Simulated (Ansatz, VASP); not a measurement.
## Ca2Pd in VASP and in Ansatz

```
Ca Pd
1.0
     4.13833    0.00000    0.00000
    -2.06916    3.58390    0.00000
     0.00000    0.00000    4.46830
Ca Pd
2 1
Direct
  0.33333 0.66667 0.50000
  0.66667 0.33333 0.50000
  0.00000 0.00000 0.00000
```

Alike in both runs: task relaxation of cell and atoms; functional PBE; k mesh 6 × 6 × 4; occupations gaussian, width 0.1 eV; no spin polarisation.

```csv
,VASP,Ansatz
version,VASP 6.6.1,Ansatz 0.2.0
potentials or method,"VASP PAW PBE potentials, release 64 (Ca_sv, Pd), cutoff 600 eV","scalar-relativistic, plane waves, PAW"
valence electrons in the cell,30,38
```

|  | VASP | Ansatz | Ansatz less VASP |
| --- | --- | --- | --- |
| gap on the k mesh at the Fermi level, each at its own relaxed structure (eV) | none | none | - |
| relaxed volume (Å³/atom) | 24.98 | 24.82 | -0.157 |
| relaxed cell length with the largest relative difference (Å) | 3.213 | 3.200 | -0.0128 |

A gap of «none» marks a metal or a gap that the smearing closes. VASP's potentials hold 30 valence electrons a cell and Ansatz's 38, so a difference there can come from the potentials and not from the codes.
